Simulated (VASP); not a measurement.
A run of VASP 6.6.1 is set up as follows.

INCAR

```
PREC = Accurate ; ENCUT = 600
EDIFF = 1E-7 ; ISMEAR = 0
SIGMA = 0.1 ; LREAL = F
LASPH = T ; NELM = 100
ALGO = Normal ; ISIF = 3
LWAVE = F ; LCHARG = F
GGA = PS ; IBRION = 2
NSW = 80 ; EDIFFG = -0.05
```

The input KPOINTS:

```
Automatic mesh
0
Gamma
  12 12 4
```

File POSCAR:

```
Pd
1.0
    2.7857516166      0.0000000000      0.0000000000
   -1.3928758083      2.4125316686      0.0000000000
    0.0000000000      0.0000000000      4.5579119745
Pd
2
Direct
    0.3333333333      0.6666666667      0.2500000000
    0.6666666667      0.3333333333      0.7500000000
```

Potentials or basis: VASP PAW PBE potentials, release 64 (Pd).

Command:

```bash
$ cat potpaw_PBE.64/Pd/POTCAR > POTCAR
$ mpirun -np 1 vasp_std > vasp.out
```

(1) Estimate the relaxed volume.

(2) What does it give for the band gap on the k mesh?

Results:

(1) 14.60 Å³/atom.

(2) zero (band 10 reaches 10.03 eV, above the bottom of band 11 at 9.09 eV).

Caveat: the PAW data sets were made with another functional, which shifts forces and pressure a little.
